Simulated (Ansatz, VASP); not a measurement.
## One calculation of Al2Ga3As5, two programs

Contents of INCAR:

```
ALGO = Normal
EDIFF = 1E-6
ENCUT = 520
GGA = PE
ISIF = 2
ISMEAR = 0
LASPH = T
LCHARG = T
LELF = T
LREAL = F
LVHAR = T
LWAVE = F
NBANDS = 46
NELM = 60
PREC = Accurate
SIGMA = 0.1
```

Contents of KPOINTS:

```
k-points
0
Gamma
  4 4 4
```

POSCAR

```
Al2Ga3As5
1.0
    0.0000000000     -4.0582362000      0.0000000000
    4.0582362000      0.0000000000      0.0000000000
   -2.0291181000      2.0291181000     14.3465766000
Al Ga As
2 3 5
Direct
    0.9000570000      0.9000570000      0.8001140000
    0.0999430000      0.0999430000      0.1998860000
    0.5000000000      0.5000000000      1.0000000000
    0.6999150000      0.6999150000      0.3998300000
    0.3000850000      0.3000850000      0.6001700000
    0.4497060000      0.9497060000      0.8994120000
    0.0502940000      0.5502940000      0.1005880000
    0.6496120000      0.1496120000      0.2992240000
    0.2500000000      0.7500000000      0.5000000000
    0.8503880000      0.3503880000      0.7007760000
```

Input for Ansatz:

```yaml
crystal:
  lattice:
    - [0.0, -4.0582362, 0.0]
    - [4.0582362, 0.0, 0.0]
    - [-2.0291181, 2.0291181, 14.3465766]
  atoms:
    - { symbol: Al, position: [0.900057, 0.900057, 0.800114] }
    - { symbol: Al, position: [0.099943, 0.099943, 0.199886] }
    - { symbol: Ga, position: [0.5, 0.5, 1.0] }
    - { symbol: Ga, position: [0.699915, 0.699915, 0.39983] }
    - { symbol: Ga, position: [0.300085, 0.300085, 0.60017] }
    - { symbol: As, position: [0.449706, 0.949706, 0.899412] }
    - { symbol: As, position: [0.050294, 0.550294, 0.100588] }
    - { symbol: As, position: [0.649612, 0.149612, 0.299224] }
    - { symbol: As, position: [0.25, 0.75, 0.5] }
    - { symbol: As, position: [0.850388, 0.350388, 0.700776] }
basis:
  ecutwfc: 420
kpoints:
  mp_grid: { grid: [4, 4, 4] }
hamiltonian:
  xc: pbe
scf:
  occupations: { method: gaussian, width: 0.1 }
  lower_state_search: "off"
output:
  forces: true
  stress: true
  eigenvalues: true
```

Alike in both runs: task single point; functional PBE; k mesh 4 × 4 × 4; occupations gaussian, width 0.1 eV; no spin polarisation.

|  | VASP | Ansatz |
| --- | --- | --- |
| version | VASP 6.6.1 | Ansatz 0.2.0 |
| potentials or method | VASP PAW PBE potentials, release 64 (Al, Ga_d, As), cutoff 520 eV | scalar-relativistic, plane waves, PAW |
| valence electrons in the cell | 70 | 120 |

|  | VASP | Ansatz | Ansatz less VASP |
| --- | --- | --- | --- |
| gap on the k mesh at the Fermi level (eV) | 0.72 | 0.72 | -0.002 |
| least direct gap on the mesh (eV) | 0.72 | 0.72 | -0.002 |
| pressure (GPa) | 0.3 | 0.1 | -0.16 |
| traceless stress, the component that is largest in VASP (GPa) | -0.70 | -0.70 | +0.002 |
| rms of the force components (eV/Å) | 0.004 | 0.003 | -0.0012 |

Atom by atom the forces differ by 0.001 eV/Å (rms over components). With one functional, cell and mesh, what is left measures potentials, basis and numerics. VASP's potentials hold 70 valence electrons a cell and Ansatz's 120, so a difference there can come from the potentials and not from the codes.
